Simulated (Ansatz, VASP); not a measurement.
**One calculation of CuO, two programs**

The input INCAR:

```
  PREC = Accurate
  ENCUT = 700
  EDIFF = 1E-6
  ISMEAR = 0
  SIGMA = 0.05
  LREAL = F
  LASPH = T
  NELM = 200
  ALGO = Normal
  ISIF = 2
  LWAVE = F
  LCHARG = F
  ISPIN = 2
  MAGMOM = 0.44 0.67
  LORBIT = 11
  LMAXMIX = 4
  LDAU = T
  LDAUTYPE = 2
  LDAUL = 2 -1
  LDAUU = 6 0
  LDAUJ = 0 0
  LDAUPRINT = 1
  GGA = CA
  NBANDS = 24
  GGA_COMPAT = F
```

KPOINTS

```
regular mesh
0
Gamma
  8 8 7
```

The input POSCAR:

```
CuO
1.0
    2.8363251100      0.0000000000      0.0000000000
   -1.4181625500      2.4563296000      0.0000000000
    0.0000000000      0.0000000000      2.7681127800
Cu O
1 1
Direct
    0.0000000000      0.0000000000      0.0000000000
    0.6666666667      0.3333333333      0.5000000000
```

Input for Ansatz:

```yaml
crystal:
  lattice:
    - [2.83632511, 0.0, 0.0]
    - [-1.41816255, 2.4563296, 0.0]
    - [0.0, 0.0, 2.76811278]
  atoms:
    - { symbol: Cu, position: [0.0, 0.0, 0.0], spin: 1.0 }
    - { symbol: O, position: [0.6666666667, 0.3333333333, 0.5] }
basis:
  ecutwfc: 420
  ecutrho_ratio: 4
kpoints:
  mp_grid: { grid: [8, 8, 7] }
hamiltonian:
  xc: lda
  hubbard:
    sites:
      - { site: 0, l: d, u_eff: 6.0, starting_ns: [{ spin: up, occupation_matrix: s0up }, { spin: down, occupation_matrix: s0down }] }
    occupation_matrices:
      s0up:
        matrix:
          - [0.97, 0.0, 0.0, 0.0, 0.0]
          - [0.0, 0.97, 0.0, 0.0, 0.0]
          - [0.0, 0.0, 0.97, 0.0, 0.0]
          - [0.0, 0.0, 0.0, 0.97, 0.0]
          - [0.0, 0.0, 0.0, 0.0, 0.97]
      s0down:
        matrix:
          - [0.97, 0.0, 0.0, 0.0, 0.0]
          - [0.0, 0.02, 0.0, 0.0, 0.0]
          - [0.0, 0.0, 0.97, 0.0, 0.0]
          - [0.0, 0.0, 0.0, 0.97, 0.0]
          - [0.0, 0.0, 0.0, 0.0, 0.97]
    ns_hold: { iters: 10 }
scf:
  occupations: { method: gaussian, width: 0.05 }
  lower_state_search: "off"
  max_iter: 150
output:
  forces: true
  stress: true
  eigenvalues: true
  populations: true
  hubbard: { sites: [{ site: 0, l: d }] }
  write_density: true
  write_potential: true
  elf: true
  volumetric_format: npy
magnetization:
  spin_polarized: true
```

Alike in both runs: task single point; functional LDA; k mesh 8 × 8 × 7; occupations gaussian, width 0.05 eV; collinear spin; Hubbard terms Cu d U = 6.0 eV.

|  | VASP | Ansatz |
| --- | --- | --- |
| version | VASP 6.6.1 | Ansatz 0.2.0 |
| potentials or method | VASP PAW LDA potentials, release 64 (Cu_sv_GW, O), cutoff 700 eV | scalar-relativistic, plane waves, PAW |
| valence electrons in the cell | 25 | 25 |

VASP gave:

```
gap on the k mesh at the Fermi level (eV)                     : none
pressure (GPa)                                                : -18.1
traceless stress, the component that is largest in VASP (GPa) : -8.60
net moment per atom (μB)                                      : 0.50
size of the moment on the site where the two differ most (μB) : 0.47
```

Problem. Estimate Ansatz's values.

Solution. gap on the k mesh at the Fermi level (eV): none; pressure (GPa): -10.1; traceless stress, the component that is largest in VASP (GPa): -6.00; net moment per atom (μB): 0.50; size of the moment on the site where the two differ most (μB): 0.61.

LDA's correlation is that of Perdew and Zunger in VASP and of Perdew and Wang (1992) in Ansatz. Site moments also hang on the region over which each program counts them. The programs project onto different local orbitals, so the same U acts differently, and such runs can settle in different states. A gap of «none» marks a metal or a gap that the smearing closes. Ansatz's warnings: filled band counts differ across k points, specified occupation not kept, symmetry narrowed by occupation matrices.
